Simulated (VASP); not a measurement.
# SnS2: single point with PBE0

Crystal: SnS2.

```
CELL_PARAMETERS angstrom
3.66076 0.00000 0.00000
-1.83038 3.17031 0.00000
0.00000 0.00000 5.96180
ATOMIC_POSITIONS crystal
Sn 0.00000 0.00000 0.00000
S 0.33333 0.66667 0.24559
S 0.66667 0.33333 0.75441
```

```json
{"Program": "VASP 6.6.1", "Task": "single point", "Functional": "PBE0", "Potentials or basis": "VASP PAW PBE potentials, release 64 (Sn_d, S)", "Cutoff": "400 eV", "k mesh": "6 × 6 × 4", "Occupations": "gaussian, width 0.01 eV", "Spin": "no spin polarisation", "Dipole correction": "no", "Grid for exact exchange (PRECFOCK)": "Normal", "Further INCAR settings": "ALGO = Normal; EDIFF = 1e-06; NBANDS = 20", "Share of exact exchange": "0.25"}
```

```
Pressure               : -0.5 GPa
Largest force          : 0.290 eV/Å
Band gap on the k mesh : 3.11 eV (least direct gap 3.48 eV)
```

Forces on the atoms (eV/Å):
```
Sn   0.000  0.000  0.000
S    0.000  0.000 -0.290
S    0.000  0.000  0.290
```

Levels at points of the mesh, in eV from the valence-band top:
```
           k point  band 11  band 12  band 13  band 14  band 15  band 16
(0.00, 0.00, 0.00)    -0.25    -0.25     0.00     3.65     5.39     7.33
(0.50, 0.00, 0.00)    -2.67    -0.93    -0.21     3.31     6.31     7.82
(0.00, 0.00, 0.50)    -0.69    -0.13    -0.13     4.81     5.46     7.08
(0.50, 0.00, 0.50)    -1.92    -0.69    -0.53     3.14     6.53     7.50
```

Wall time 16 min on 4 MPI ranks on Intel(R) Xeon(R) Platinum 8259CL CPU @ 2.50GHz (Skylake/Cascade Lake) (shared host), peak memory 0.18 GiB a rank.

Caveat: the PAW data sets were made with another functional, which shifts forces and pressure a little; spin-orbit coupling is left out, which moves the levels of the heavy elements; this functional lacks dispersion, which binds layers or chains, so the pressure and a relaxed spacing across them are unreliable. A k mesh can miss the band edges.
